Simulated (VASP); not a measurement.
A run of VASP 6.6.1 is set up as follows.

INCAR

```
SYSTEM = BaHfO3
ALGO = Normal
EDIFF = 1E-6
ENCUT = 520
ISIF = 2
ISMEAR = 0
LASPH = .True.
LCHARG = .True.
LELF = .True.
LREAL = .False.
LVHAR = .True.
LWAVE = .False.
NBANDS = 27
NELM = 100
PREC = Accurate
SIGMA = 0.02
```

The input KPOINTS:

```
k-points
0
Gamma
  6 6 6
  0 0 0
```

Contents of POSCAR:

```
BaHfO3
1.0
    4.1217383968      0.0000000000      0.0000000000
    0.0000000000      4.1217383968      0.0000000000
    0.0000000000      0.0000000000      4.1217383968
Ba Hf O
1 1 3
Direct
    0.5000000000      0.5000000000      0.5000000000
    0.0000000000      0.0000000000      0.0000000000
    0.0000000000      0.5000000000      0.0000000000
    0.5000000000      0.0000000000      0.0000000000
    0.0000000000      0.0000000000      0.5000000000
```

Potentials or basis: VASP PAW LDA potentials, release 64 (Ba_sv, Hf_pv, O).

Launch:

```bash
$ cat potpaw_LDA.64/Ba_sv/POTCAR potpaw_LDA.64/Hf_pv/POTCAR potpaw_LDA.64/O/POTCAR > POTCAR
$ mpirun -np 1 vasp_std > vasp.out
```

**Question.** Predict the band gap on the k mesh.

**Answer.** 3.47 eV, indirect (least direct gap 3.64 eV).

**Question.** Estimate the pressure.

**Answer.** 0.1 GPa.

Caveat: spin-orbit coupling is left out, which moves the levels of the heavy elements. A k mesh can miss the band edges.
